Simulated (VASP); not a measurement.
# Au (I4/mmm) in VASP: single point with PBEsol

Aim: the single point of Au with PBEsol.

Program: VASP 6.6.1. These are calculated values, not measurements. Logs are shortened: lines on timing, memory, paths and dates and some standing lists are left out, and cuts for length are marked.

### 1 The cell of the first run

It takes space group I4/mmm (No. 139, tetragonal). Conventional cell: a = 2.932 Å, b = 2.932 Å, c = 3.981 Å, α = 90.00°, β = 90.00°, γ = 90.00°. Au (site symmetry 4/mmm) has 12 Au at 2.87 to 2.93 Å within 3.8 Å.

### 2 Single point, PBEsol

The input, INCAR:

```
ALGO = Fast
EDIFF = 1E-6
ENCUT = 520
GGA = PS
ISIF = 2
ISMEAR = 0
LASPH = T
LCHARG = T
LELF = T
LREAL = F
LVHAR = T
LWAVE = F
NBANDS = 12
NELM = 80
PREC = Accurate
SIGMA = 0.15
```

The input, KPOINTS:

```
k-points
0
Gamma
  22 22 22
```

The input, POSCAR:

```
Au
1.0
    0.0000000000      2.0735240303      1.9905830691
    2.0735240303      0.0000000000      1.9905830691
    2.0735240303      2.0735240303      0.0000000000
Au
1
Direct
    0.0000000000      0.0000000000      0.0000000000
```

Potentials or basis: VASP PAW PBE potentials, release 64 (Au).

Started as:

```sh
$ cat potpaw_PBE.64/Au/POTCAR > POTCAR
$ mpirun -np 1 vasp_std > vasp.out
```

OUTCAR:

```text
EDIFF = 1E-6
   ENCUT = 520
   GGA = PS
   ISIF = 2
   ISMEAR = 0
   LASPH = T
   LREAL = F
   NELM = 80
   PREC = Accurate

 ion  position               nearest neighbor table
   1  0.000  0.000  0.000-

  LATTYP: Found a body centered tetragonal cell.
 ALAT       =     2.9324058056
 C/A-ratio  =     1.3576450199

  Lattice vectors:

 A1 = (   0.0000000000,  -2.0735240303,  -1.9905830691)
 A2 = (   0.0000000000,   2.0735240303,  -1.9905830691)
 A3 = (   2.0735240303,   0.0000000000,   1.9905830691)

Analysis of symmetry for initial positions (statically):
=====================================================================
 Subroutine PRICEL returns:
 Original cell was already a primitive cell.

 Routine SETGRP: Setting up the symmetry group for a
 body centered tetragonal supercell.

 Subroutine GETGRP returns: Found 16 space group operations
 (whereof 16 operations were pure point group operations)
 out of a pool of 16 trial point group operations.

The static configuration has the point symmetry D_4h.

Analysis of symmetry for dynamics (positions and initial velocities):
=====================================================================
 Subroutine PRICEL returns:
 Original cell was already a primitive cell.

 Routine SETGRP: Setting up the symmetry group for a
 body centered tetragonal supercell.

 Subroutine GETGRP returns: Found 16 space group operations
 (whereof 16 operations were pure point group operations)
 out of a pool of 16 trial point group operations.

The dynamic configuration has the point symmetry D_4h.

 Subroutine INISYM returns: Found 16 space group operations
 (whereof 16 operations are pure point group operations),
 and found     1 'primitive' translations

----------------------------------------------------------------------------------------

                                     Primitive cell

  volume of cell :      17.1170

  direct lattice vectors                    reciprocal lattice vectors
     0.000000000  2.073524030  1.990583069    -0.241135378  0.241135378  0.251182685
     2.073524030  0.000000000  1.990583069     0.241135378 -0.241135378  0.251182685
     2.073524030  2.073524030  0.000000000     0.241135378  0.241135378 -0.251182685

  length of vectors
     2.874356077  2.874356077  2.932405806     0.423538997  0.423538997  0.423538997

  position of ions in fractional coordinates (direct lattice)
     0.000000000  0.000000000  0.000000000

  ion indices of the primitive-cell ions
   primitive index   ion index
                 1           1

----------------------------------------------------------------------------------------

 KPOINTS: k-points

Automatic generation of k-mesh.
 Grid dimensions read from file:
 generate k-points for:   22   22   22

 Generating k-lattice:

  Cartesian coordinates                     Fractional coordinates (reciprocal lattice)
    -0.010960699  0.010960699  0.011417395     0.045454545  0.000000000  0.000000000
     0.010960699 -0.010960699  0.011417395     0.000000000  0.045454545  0.000000000
     0.010960699  0.010960699 -0.011417395    -0.000000000 -0.000000000  0.045454545

  Length of vectors
     0.019251773  0.019251773  0.019251773

  Shift w.r.t. Gamma in fractional coordinates (k-lattice)
     0.000000000  0.000000000  0.000000000

 Subroutine IBZKPT returns following result:
 ===========================================

 Found    834 irreducible k-points:

 Following reciprocal coordinates:
            Coordinates               Weight
  0.000000  0.000000  0.000000      1.000000
  0.045455  0.000000  0.000000      8.000000
  0.090909  0.000000  0.000000      8.000000
  0.136364  0.000000  0.000000      8.000000
  0.181818  0.000000  0.000000      8.000000
  0.227273  0.000000  0.000000      8.000000
[... 16 lines left out ...]
  0.500000  0.045455  0.000000      8.000000
 -0.454545  0.045455  0.000000      8.000000
 [... further k-points ...]
   k-points           NKPTS =    834   k-points in BZ     NKDIM =    834   number of bands    NBANDS=     12
   number of dos      NEDOS =    301   number of ions     NIONS =      1
   total plane-waves  NPLWV =  13824
   dimension x,y,z NGX =    24 NGY =   24 NGZ =   24
   dimension x,y,z NGXF=    48 NGYF=   48 NGZF=   48
   ions per type =               1
   NGX,Y,Z   is equivalent  to a cutoff of  13.88, 13.88, 13.61 a.u.
   NGXF,Y,Z  is equivalent  to a cutoff of  27.76, 27.76, 27.21 a.u.
 SYSTEM =  unknown system
   PREC   = accura    normal or accurate (medium, high low for compatibility)
   ISTART =      0    job   : 0-new  1-cont  2-samecut
   ICHARG =      2    charge: 1-file 2-atom 10-const
   ISPIN  =      1    spin polarized calculation?
   LNONCOLLINEAR =      F non collinear calculations
   LSORBIT =      F    spin-orbit coupling
   LASPH  =      T    aspherical Exc in radial PAW
   ENCUT  =  520.0 eV  38.22 Ry    6.18 a.u.   5.34  5.34  5.45*2*pi/ulx,y,z
   NELM   =     80;   NELMIN=  2; NELMDL= -5     # of ELM steps
   EDIFF  = 0.1E-05   stopping-criterion for ELM
   LREAL  =      F    real-space projection
   EDIFFG = 0.1E-04   stopping-criterion for IOM
   NSW    =      0    number of steps for IOM
   IBRION =     -1    ionic relax: 0-MD 1-quasi-New 2-CG
   NFREE  =      0    steps in history (QN), initial steepest desc. (CG)
   ISIF   =      2    stress and relaxation
   ISYM   =      2    0-nonsym 1-usesym 2-fastsym
   POTIM  = 0.5000    time-step for ionic-motion
   TEBEG  =    0.0;   TEEND  =   0.0 temperature during run
   PSTRESS=    0.0 pullay stress
   NELECT =      11.0000    total number of electrons
   NUPDOWN=      -1.0000    fix difference up-down
   EMIN   =  10.00;   EMAX   =-10.00  energy-range for DOS
   EFERMI =   0.00;   METHOD = LEGACY
   ISMEAR =     0;   SIGMA  =   0.15  broadening in eV -4-tet -1-fermi 0-gaus
   EFERMI_NEDOS =   21; number of points for ismear=-14 and -15
   IALGO  =     68    algorithm
   IMIX   =      4    mixing-type and parameters
     AMIX     =   0.40;   BMIX     =  1.00
     AMIX_MAG =   1.60;   BMIX_MAG =  1.00
  volume/ion in A,a.u.               =      17.12       115.51
  Fermi-wavevector in a.u.,A,eV,Ry     =   1.412742  2.669696 27.155058  1.995840
  Thomas-Fermi vector in A             =   2.534459
   LORBIT       =      0    0 simple, 1 ext, 2 COOP (PROOUT), +10 PAW based schemes
   GGA     = PS    functional components
   LHFCALC =     F    Hartree Fock is set to
   AEXX    =    0.0000 exact exchange contribution
   IVDW    =     0    specifies the selected vdW correction
   LEPSILON=     F    determine dielectric tensor
   LRPA    =     F    only Hartree local field effects (RPA)
 non-spin polarized calculation
 RMM-DIIS sequential band-by-band and
 Gauss-broadening in eV      SIGMA  =   0.15
  energy-cutoff  :      520.00
  volume of cell :       17.12
 maximum number of plane-waves:       481
 NGX is ok and might be reduce to    24
   NGX = 11   NGY = 11   NGZ = 11

 number of electron      11.0000000 magnetization

 Free energy of the ion-electron system (eV)
  ---------------------------------------------------
  ext. energy  EPLUGINS =         0.00000000
  ---------------------------------------------------
  free energy    TOTEN  =        -3.92389173 eV

  energy without entropy =       -3.92070997  energy(sigma->0) =       -3.92230085

 E-fermi :   9.1970     XC(G=0): -12.8587

 val. band max:        9.1958043676   @ k =   0.5000   0.2727   0.1364
 cond. band min:       9.1980490974   @ k =  -0.4545   0.0455   0.0909
 fundamental gap:      0.0022447298
 Fermi energy:         9.1969895145

 k-point     1 :       0.0000    0.0000    0.0000
  band No.  band energies     occupation
      1      -0.6690      2.00000
      2       4.4377      2.00000
      3       4.4377      2.00000
      4       4.7867      2.00000
      5       5.8658      2.00000
      6       6.2490      2.00000
      7      23.7364      0.00000
      8      27.4473      0.00000
      9      27.4473      0.00000
     10      28.1578      0.00000
     11      32.5630      0.00000
     12      36.6116      0.00000

 k-point     2 :       0.0455    0.0000    0.0000
  band No.  band energies     occupation
      1      -0.5968      2.00000
      2       4.4318      2.00000
      3       4.4630      2.00000
      4       4.7931      2.00000
      5       5.8576      2.00000
      6       6.2341      2.00000
      7      23.8226      0.00000
      8      27.0966      0.00000
      9      27.5335      0.00000
     10      28.0881      0.00000
     11      33.0137      0.00000
     12      35.7686      0.00000

 k-point     3 :       0.0909    0.0000    0.0000
  band No.  band energies     occupation
      1      -0.3839      2.00000
      2       4.4029      2.00000
      3       4.5313      2.00000
      4       4.8254      2.00000
      5       5.8411      2.00000
      6       6.1956      2.00000
      7      24.0452      0.00000
      8      26.0460      0.00000
      9      27.7831      0.00000
     10      28.2504      0.00000
     11      33.2617      0.00000
     12      35.0842      0.00000
[... 286 lines left out ...]
 k-point    23 :       0.5000    0.0455    0.0000
  band No.  band energies     occupation
      1       1.9682      2.00000
      2       4.3871      2.00000
      3       4.6499      2.00000
      4       6.7843      2.00000
      5       7.3491      2.00000
      6       8.5787      2.00000
      7      12.2975      0.00000
      8      23.1787      0.00000
      9      25.6610      0.00000
     10      26.5302      0.00000
     11      33.6485      0.00000
     12      34.1945      0.00000

 k-point    24 :      -0.4545    0.0455    0.0000
  band No.  band energies     occupation
      1       1.9678      2.00000
      2       4.3890      2.00000
      3       4.6569      2.00000
      4       6.8017      2.00000
      5       7.2744      2.00000
      6       8.3765      2.00000
      7      12.5693      0.00000
      8      23.2111      0.00000
      9      25.9058      0.00000
     10      26.3681      0.00000
     11      33.6671      0.00000
     12      33.9741      0.00000

 [... further k-points ...]

------------------------ aborting loop because EDIFF is reached ----------------------------------------

  FORCE on cell =-STRESS in cart. coord.  units (eV):
  Direction    XX          YY          ZZ          XY          YZ          ZX
  --------------------------------------------------------------------------------------
  -------------------------------------------------------------------------------------
  Total       -0.1656990     -0.1656990     -0.0491886      0.0000000     -0.0000000     -0.0000000
  in kB      -15.5096463    -15.5096463     -4.6041209      0.0000000     -0.0000000     -0.0000000
  external PRESSURE =     -11.8744712 kB  Pullay stress =       0.0000000 kB

 VOLUME and BASIS-vectors are now :
 -----------------------------------------------------------------------------
  energy-cutoff  :      520.00
  volume of cell :       17.12
      direct lattice vectors                 reciprocal lattice vectors
     0.000000000  2.073524030  1.990583069    -0.241135378  0.241135378  0.251182685
     2.073524030  0.000000000  1.990583069     0.241135378 -0.241135378  0.251182685
     2.073524030  2.073524030  0.000000000     0.241135378  0.241135378 -0.251182685

 POSITION                                       TOTAL-FORCE (eV/Angst)
 -----------------------------------------------------------------------------------
      0.00000      0.00000      0.00000         0.000000      0.000000      0.000000
 -----------------------------------------------------------------------------------
    total drift:                                0.000000      0.000000     -0.000000

  FREE ENERGIE OF THE ION-ELECTRON SYSTEM (eV)
  ---------------------------------------------------
  free  energy   TOTEN  =        -3.9238917290 eV

  energy  without entropy=       -3.9207099674  energy(sigma->0) =       -3.92230085
```

Wall time 89 s (1 thread of AMD EPYC 9R45 (Zen 5), shared host); peak memory 0.25 GiB.

What came out:

```
Free energy            : -3.9239 eV
Pressure               : -1.2 GPa
Band gap on the k mesh : zero (an odd number of electrons rules out a gap without spin polarisation)
```

Stress tensor (GPa, compression positive):
```
-1.55  0.00  0.00
 0.00 -1.55  0.00
 0.00  0.00 -0.46
```

Caveat: the PAW data sets were made with another functional, which shifts forces and pressure a little; spin-orbit coupling is left out, which moves the levels of the heavy elements.
